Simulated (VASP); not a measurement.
# InReSi (P4/nmm) in VASP: single point with PBE

Aim: the single point of InReSi with PBE.

Everything below comes from runs of VASP 6.6.1. Logs are shortened: lines on timing, memory, paths and dates and some standing lists are left out, and cuts for length are marked.

### 1 The cell of the first run

Symmetry: P4/nmm, No. 129, tetragonal system. The conventional cell has a = 3.387 Å, b = 3.387 Å, c = 8.540 Å, α = 90.00°, β = 90.00°, γ = 90.00°. Within 3.6 Å of Re (site symmetry 4mm) lie 5 Si at 2.69 to 2.70 Å and 5 In at 2.86 to 3.03 Å and 4 Re at 3.39 Å. Within 3.7 Å of In (site symmetry 4mm) lie 8 In at 2.80 to 3.39 Å and 1 Si at 2.82 Å and 5 Re at 2.86 to 3.03 Å. Si (site symmetry 4mm) has 5 Re at 2.69 to 2.70 Å and 8 Si at 2.80 to 3.39 Å and 1 In at 2.82 Å within 3.6 Å.

### 2 Single point, PBE

INCAR reads:

```
SYSTEM = InReSi
PREC = Accurate ; ENCUT = 520
EDIFF = 1E-6 ; ISMEAR = -1
SIGMA = 0.1 ; LREAL = .FALSE.
LASPH = .TRUE. ; NELM = 60
ALGO = Normal ; ISIF = 2
LWAVE = .FALSE. ; LCHARG = .TRUE.
GGA = PE ; LELF = .TRUE.
LVHAR = .TRUE. ; NBANDS = 33
```

KPOINTS reads:

```
regular mesh
0
G
  10 10 4
  0 0 0
```

POSCAR reads:

```
InReSi
1.0
    3.3870980000      0.0000000000      0.0000000000
    0.0000000000      3.3870980000      0.0000000000
    0.0000000000      0.0000000000      8.5403830000
Re In Si
2 2 2
Direct
    0.7500000000      0.7500000000      0.7306300000
    0.2500000000      0.2500000000      0.2693700000
    0.2500000000      0.2500000000      0.9146000000
    0.7500000000      0.7500000000      0.0854000000
    0.7500000000      0.7500000000      0.4152000000
    0.2500000000      0.2500000000      0.5848000000
```

Potentials or basis: VASP PAW PBE potentials, release 64 (Re, In_d, Si).

Started as:

```sh
cat potpaw_PBE.64/Re/POTCAR potpaw_PBE.64/In_d/POTCAR potpaw_PBE.64/Si/POTCAR > POTCAR
mpirun -np 1 vasp_std > vasp.out
```

OUTCAR:

```text
SYSTEM = InReSi
   PREC = Accurate
   ENCUT = 520
   EDIFF = 1E-6
   ISMEAR = -1
   LREAL = .FALSE.
   LASPH = .TRUE.
   NELM = 60
   ISIF = 2
   GGA = PE

 ion  position               nearest neighbor table
   1  0.750  0.750  0.731-   5 2.69   6 2.70   6 2.70   6 2.70   6 2.70   3 2.86   3 2.86   3 2.86
                             3 2.86   4 3.03
   2  0.250  0.250  0.269-   6 2.69   5 2.70   5 2.70   5 2.70   5 2.70   4 2.86   4 2.86   4 2.86
                             4 2.86   3 3.03
   3  0.250  0.250  0.915-   4 2.80   4 2.80   4 2.80   4 2.80   6 2.82   1 2.86   1 2.86   1 2.86
                             1 2.86   2 3.03
   4  0.750  0.750  0.085-   3 2.80   3 2.80   3 2.80   3 2.80   5 2.82   2 2.86   2 2.86   2 2.86
                             2 2.86   1 3.03
   5  0.750  0.750  0.415-   1 2.69   2 2.70   2 2.70   2 2.70   2 2.70   6 2.80   6 2.80   6 2.80
                             6 2.80   4 2.82
   6  0.250  0.250  0.585-   2 2.69   1 2.70   1 2.70   1 2.70   1 2.70   5 2.80   5 2.80   5 2.80
                             5 2.80   3 2.82

  LATTYP: Found a simple tetragonal cell.
 ALAT       =     3.3870980000
 C/A-ratio  =     2.5214454970

  Lattice vectors:

 A1 = (   3.3870980000,   0.0000000000,   0.0000000000)
 A2 = (   0.0000000000,   3.3870980000,   0.0000000000)
 A3 = (   0.0000000000,   0.0000000000,   8.5403830000)

Analysis of symmetry for initial positions (statically):
=====================================================================
 Subroutine PRICEL returns:
 Original cell was already a primitive cell.

 Routine SETGRP: Setting up the symmetry group for a
 simple tetragonal supercell.

 Subroutine GETGRP returns: Found 16 space group operations
 (whereof  4 operations were pure point group operations)
 out of a pool of 16 trial point group operations.

The static configuration has the point symmetry C_2h.
 The point group associated with its full space group is D_4h.

Analysis of symmetry for dynamics (positions and initial velocities):
=====================================================================
 Subroutine PRICEL returns:
 Original cell was already a primitive cell.

 Routine SETGRP: Setting up the symmetry group for a
 simple tetragonal supercell.

 Subroutine GETGRP returns: Found 16 space group operations
 (whereof  4 operations were pure point group operations)
 out of a pool of 16 trial point group operations.

The dynamic configuration has the point symmetry C_2h.
 The point group associated with its full space group is D_4h.

 Subroutine INISYM returns: Found 16 space group operations
 (whereof  4 operations are pure point group operations),
 and found     1 'primitive' translations

----------------------------------------------------------------------------------------

                                     Primitive cell

  volume of cell :      97.9790

  direct lattice vectors                    reciprocal lattice vectors
     3.387098000  0.000000000  0.000000000     0.295237988  0.000000000  0.000000000
     0.000000000  3.387098000  0.000000000     0.000000000  0.295237988  0.000000000
     0.000000000  0.000000000  8.540383000     0.000000000  0.000000000  0.117090767

  length of vectors
     3.387098000  3.387098000  8.540383000     0.295237988  0.295237988  0.117090767

  position of ions in fractional coordinates (direct lattice)
     0.750000000  0.750000000  0.730630000
     0.250000000  0.250000000  0.269370000
     0.250000000  0.250000000  0.914600000
     0.750000000  0.750000000  0.085400000
     0.750000000  0.750000000  0.415200000
     0.250000000  0.250000000  0.584800000

  ion indices of the primitive-cell ions
   primitive index   ion index
                 1           1
                 2           2
                 3           3
                 4           4
                 5           5
                 6           6

----------------------------------------------------------------------------------------

 KPOINTS: regular mesh

Automatic generation of k-mesh.
 Grid dimensions read from file:
 generate k-points for:   10   10    4

 Generating k-lattice:

  Cartesian coordinates                     Fractional coordinates (reciprocal lattice)
     0.029523799  0.000000000  0.000000000     0.100000000  0.000000000  0.000000000
     0.000000000  0.029523799  0.000000000     0.000000000  0.100000000  0.000000000
     0.000000000  0.000000000  0.029272692     0.000000000  0.000000000  0.250000000

  Length of vectors
     0.029523799  0.029523799  0.029272692

  Shift w.r.t. Gamma in fractional coordinates (k-lattice)
     0.000000000  0.000000000  0.000000000

 Subroutine IBZKPT returns following result:
 ===========================================

 Found     63 irreducible k-points:

 Following reciprocal coordinates:
            Coordinates               Weight
  0.000000  0.000000  0.000000      1.000000
  0.100000  0.000000  0.000000      4.000000
  0.200000  0.000000  0.000000      4.000000
  0.300000  0.000000  0.000000      4.000000
  0.400000  0.000000  0.000000      4.000000
  0.500000  0.000000  0.000000      2.000000
[... 16 lines left out ...]
  0.100000  0.000000  0.250000      8.000000
  0.200000  0.000000  0.250000      8.000000
 [... further k-points ...]
   k-points           NKPTS =     63   k-points in BZ     NKDIM =     63   number of bands    NBANDS=     33
   number of dos      NEDOS =    301   number of ions     NIONS =      6
   total plane-waves  NPLWV =  50176
   dimension x,y,z NGX =    28 NGY =   28 NGZ =   64
   dimension x,y,z NGXF=    56 NGYF=   56 NGZF=  128
   ions per type =               2   2   2
   NGX,Y,Z   is equivalent  to a cutoff of  13.74, 13.74, 12.46 a.u.
   NGXF,Y,Z  is equivalent  to a cutoff of  27.49, 27.49, 24.92 a.u.
 SYSTEM =  InReSi
   PREC   = accura    normal or accurate (medium, high low for compatibility)
   ISTART =      0    job   : 0-new  1-cont  2-samecut
   ICHARG =      2    charge: 1-file 2-atom 10-const
   ISPIN  =      1    spin polarized calculation?
   LNONCOLLINEAR =      F non collinear calculations
   LSORBIT =      F    spin-orbit coupling
   LASPH  =      T    aspherical Exc in radial PAW
   ENCUT  =  520.0 eV  38.22 Ry    6.18 a.u.   6.30  6.30 15.88*2*pi/ulx,y,z
   NELM   =     60;   NELMIN=  2; NELMDL= -5     # of ELM steps
   EDIFF  = 0.1E-05   stopping-criterion for ELM
   LREAL  =      F    real-space projection
   EDIFFG = 0.1E-04   stopping-criterion for IOM
   NSW    =      0    number of steps for IOM
   IBRION =     -1    ionic relax: 0-MD 1-quasi-New 2-CG
   NFREE  =      0    steps in history (QN), initial steepest desc. (CG)
   ISIF   =      2    stress and relaxation
   ISYM   =      2    0-nonsym 1-usesym 2-fastsym
   POTIM  = 0.5000    time-step for ionic-motion
   TEBEG  =    0.0;   TEEND  =   0.0 temperature during run
   PSTRESS=    0.0 pullay stress
   NELECT =      48.0000    total number of electrons
   NUPDOWN=      -1.0000    fix difference up-down
   EMIN   =  10.00;   EMAX   =-10.00  energy-range for DOS
   EFERMI =   0.00;   METHOD = LEGACY
   ISMEAR =    -1;   SIGMA  =   0.10  broadening in eV -4-tet -1-fermi 0-gaus
   EFERMI_NEDOS =   21; number of points for ismear=-14 and -15
   IALGO  =     38    algorithm
   IMIX   =      4    mixing-type and parameters
     AMIX     =   0.40;   BMIX     =  1.00
     AMIX_MAG =   1.60;   BMIX_MAG =  1.00
  volume/ion in A,a.u.               =      16.33       110.20
  Fermi-wavevector in a.u.,A,eV,Ry     =   1.290558  2.438802 22.661056  1.665541
  Thomas-Fermi vector in A             =   2.422382
   LORBIT       =      0    0 simple, 1 ext, 2 COOP (PROOUT), +10 PAW based schemes
   GGA     = PE    functional components
   LHFCALC =     F    Hartree Fock is set to
   AEXX    =    0.0000 exact exchange contribution
   IVDW    =     0    specifies the selected vdW correction
   LEPSILON=     F    determine dielectric tensor
   LRPA    =     F    only Hartree local field effects (RPA)
 non-spin polarized calculation
  energy-cutoff  :      520.00
  volume of cell :       97.98
 maximum number of plane-waves:      2672
 NGX is ok and might be reduce to    28
   NGX = 13   NGY = 13   NGZ = 31

 number of electron      47.9999998 magnetization

 Free energy of the ion-electron system (eV)
  ---------------------------------------------------
  ext. energy  EPLUGINS =         0.00000000
  ---------------------------------------------------
  free energy    TOTEN  =       -39.87287647 eV

  energy without entropy =      -39.86354470  energy(sigma->0) =      -39.86821058

 E-fermi :   9.7004     XC(G=0): -12.1792

 val. band max:        9.5909731948   @ k =   0.0000   0.0000   0.5000
 cond. band min:       9.8375650245   @ k =   0.2000   0.0000   0.0000
 fundamental gap:      0.2465918297
 Fermi energy:         9.7004397485

 k-point     1 :       0.0000    0.0000    0.0000
  band No.  band energies     occupation
      1      -5.5847      2.00000
      2      -5.3856      2.00000
      3      -5.3148      2.00000
      4      -5.2021      2.00000
      5      -5.2021      2.00000
      6      -4.8750      2.00000
[... 25 lines left out ...]
     32      14.8318      0.00000
     33      15.2444      0.00000

 k-point     2 :       0.1000    0.0000    0.0000
  band No.  band energies     occupation
      1      -5.5617      2.00000
      2      -5.3770      2.00000
      3      -5.3374      2.00000
      4      -5.2232      2.00000
      5      -5.1824      2.00000
      6      -4.9387      2.00000
[... 25 lines left out ...]
     32      15.1846      0.00000
     33      15.2740      0.00000
[... 754 lines left out ...]
     32      14.7760      0.00000
     33      15.8507      0.00000

 k-point    24 :       0.2000    0.0000    0.2500
  band No.  band energies     occupation
      1      -5.5284      2.00000
      2      -5.3883      2.00000
      3      -5.3160      2.00000
      4      -5.2788      2.00000
      5      -5.1285      2.00000
      6      -5.0754      2.00000
[... 25 lines left out ...]
     32      14.6432      0.00000
     33      15.7509      0.00000

 [... further k-points ...]

------------------------ aborting loop because EDIFF is reached ----------------------------------------

  FORCE on cell =-STRESS in cart. coord.  units (eV):
  Direction    XX          YY          ZZ          XY          YZ          ZX
  --------------------------------------------------------------------------------------
  -------------------------------------------------------------------------------------
  Total       -2.7194290     -2.7194290     -2.6944797      0.0000000     -0.0000000      0.0000000
  in kB      -44.4688028    -44.4688028    -44.0608245      0.0000000     -0.0000000      0.0000000
  external PRESSURE =     -44.3328100 kB  Pullay stress =       0.0000000 kB

 VOLUME and BASIS-vectors are now :
 -----------------------------------------------------------------------------
  energy-cutoff  :      520.00
  volume of cell :       97.98
      direct lattice vectors                 reciprocal lattice vectors
     3.387098000  0.000000000  0.000000000     0.295237988  0.000000000  0.000000000
     0.000000000  3.387098000  0.000000000     0.000000000  0.295237988  0.000000000
     0.000000000  0.000000000  8.540383000     0.000000000  0.000000000  0.117090767

 POSITION                                       TOTAL-FORCE (eV/Angst)
 -----------------------------------------------------------------------------------
      2.54032      2.54032      6.23986         0.000000     -0.000000     -2.624363
      0.84677      0.84677      2.30052         0.000000     -0.000000      2.624363
      0.84677      0.84677      7.81103        -0.000000      0.000000     -1.076602
      2.54032      2.54032      0.72935        -0.000000      0.000000      1.076602
      2.54032      2.54032      3.54597         0.000000     -0.000000      0.072968
      0.84677      0.84677      4.99442         0.000000     -0.000000     -0.072968
 -----------------------------------------------------------------------------------
    total drift:                                0.000000     -0.000000      0.000000

  FREE ENERGIE OF THE ION-ELECTRON SYSTEM (eV)
  ---------------------------------------------------
  free  energy   TOTEN  =       -39.8728764691 eV

  energy  without entropy=      -39.8635446982  energy(sigma->0) =      -39.86821058
```

Wall time 3.4 min (1 thread of Intel Xeon Platinum 8259CL at 2.50GHz (Skylake/Cascade Lake), shared host); peak memory 0.34 GiB.

Results:

```yaml
Free_energy: -39.8729 eV
Pressure: -4.4 GPa
Largest_force: 2.624 eV/Å
Band_gap_on_the_k_mesh: 0.25 eV (least direct gap 0.75 eV)
```

Forces on the atoms (eV/Å):
```
Re   0.000  0.000 -2.624
Re   0.000  0.000  2.624
In   0.000  0.000 -1.077
In   0.000  0.000  1.077
Si   0.000  0.000  0.073
Si   0.000  0.000 -0.073
```

Caveat: the cell stands under tension; spin-orbit coupling is left out, which moves the levels of the heavy elements; forces of over 1 eV/Å act on the atoms, so gaps and moduli don't describe the material at rest.
